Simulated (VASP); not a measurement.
A run of VASP 6.6.1 is set up as follows.

The input INCAR:

```
PREC = Accurate
ENCUT = 520
EDIFF = 1E-7
ISMEAR = 0
SIGMA = 0.1
LREAL = False
LASPH = True
NELM = 60
ALGO = Fast
ISIF = 2
LWAVE = False
LCHARG = False
GGA = PE
NBANDS = 18
```

Contents of KPOINTS:

```
Automatic mesh
0
Gamma
  16 16 16
```

File POSCAR:

```
Au
1.0
    3.4993875806      0.0000000000      0.0000000000
    0.0000000000      3.2053860056      0.0000000000
    0.0000000000      0.0000000000      3.2053860056
Au
2
Direct
    0.0000000000      0.0000000000      0.0000000000
    0.5000000000      0.5000000000      0.5000000000
```

Potentials or basis: VASP PAW PBE potentials, release 64 (Au).

Command:

```sh
$ cat potpaw_PBE.64/Au/POTCAR > POTCAR
$ mpirun -np 1 vasp_std > vasp.out
```

**Question.** Predict the pressure.

**Answer.** 0.1 GPa.

**Question.** Estimate the band gap on the k mesh.

**Answer.** Zero (band 11 reaches 11.79 eV, above the bottom of band 12 at 6.11 eV).

Stress tensor (GPa, compression positive):
```
 0.77  0.00  0.00
 0.00 -0.23  0.00
 0.00  0.00 -0.23
```

Caveat: the cell differs from its parent crystal (uniaxial strain along a: +6.0 %, then relaxed in part); spin-orbit coupling is left out, which moves the levels of the heavy elements.
